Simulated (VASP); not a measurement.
Wanted: the native input for a VASP 6.6.1 run.

- Task: single point
- Functional: r2SCAN
- Potentials or basis: VASP PAW PBE potentials, release 64 (W_sv)
- Cutoff: 520 eV
- k mesh: 12 × 12 × 15
- Occupations: gaussian, width 0.1 eV
- Spin: no spin polarisation
- Dipole correction: no
- Further INCAR settings: ALGO = Normal; EDIFF = 1e-06; NBANDS = 13; ISYM = 0

Crystal: W.

```xyz
1
Lattice="2.9162 0.0000 0.0000 -1.4581 2.5255 0.0000 1.4581 0.8418 2.2473" Properties=species:S:1:pos:R:3 pbc="T T T"
W     0.0000    0.0000    0.0000
```

These files were run (other wordings do the same):

POSCAR

```
W
1.0
    2.9162060727      0.0000000000      0.0000000000
   -1.4581030364      2.5255085417      0.0000000000
    1.4581030364      0.8418361806      2.2472938335
W
1
Direct
    0.0000000000      0.0000000000      0.0000000000
```

INCAR.step1

```
SYSTEM = W
ALGO     = Normal         ! electronic algorithm
EDIFF    = 1E-4           ! SCF threshold, eV
ENCUT    = 520            ! plane-wave cutoff, eV
GGA      = PE             ! functional
ISMEAR   = 0              ! smearing method
ISYM     = 0            
LASPH    = .TRUE.         ! aspherical terms in the spheres
LCHARG   = .FALSE.        ! write CHGCAR
LREAL    = .FALSE.        ! projectors in reciprocal space
LWAVE    = .TRUE.         ! write WAVECAR
NBANDS   = 13             ! bands
NELM     = 100            ! most SCF steps
PREC     = Accurate       ! precision mode
SIGMA    = 0.1            ! smearing width, eV
```

INCAR.step2

```
SYSTEM = W
ALGO     = Normal         ! electronic algorithm
EDIFF    = 1E-6           ! SCF threshold, eV
ENCUT    = 520            ! plane-wave cutoff, eV
ISIF     = 2              ! what is computed and relaxed
ISMEAR   = 0              ! smearing method
ISTART   = 1            
ISYM     = 0            
LASPH    = .TRUE.         ! aspherical terms in the spheres
LCHARG   = .FALSE.        ! write CHGCAR
LMIXTAU  = .TRUE.       
LREAL    = .FALSE.        ! projectors in reciprocal space
LWAVE    = .FALSE.        ! write WAVECAR
METAGGA  = R2SCAN         ! meta-GGA
NBANDS   = 13             ! bands
NELM     = 100            ! most SCF steps
PREC     = Accurate       ! precision mode
SIGMA    = 0.1            ! smearing width, eV
```

KPOINTS

```
k-points
0
G
  12 12 15
  0 0 0
```

Potentials or basis: VASP PAW PBE potentials, release 64 (W_sv).

Command:

```bash
$ cat potpaw_PBE.64/W_sv/POTCAR > POTCAR
$ cp INCAR.step1 INCAR
$ mpirun -np 1 vasp_std > vasp.out
$ cp INCAR.step2 INCAR
$ mpirun -np 1 vasp_std > vasp.out
```

Results of the run:

* Pressure: -4.7 GPa
* Band gap on the k mesh: zero (bands 7 and 8 overlap by 3.51 eV)

Caveat: the stress differs along the axes, from -15 to 1 GPa; the PAW data sets were made with another functional, which shifts forces and pressure a little; spin-orbit coupling is left out, which moves the levels of the heavy elements.

Wall time 8.8 min on 1 thread of Intel Xeon 8259CL, on a shared host, peak memory 0.34 GiB.
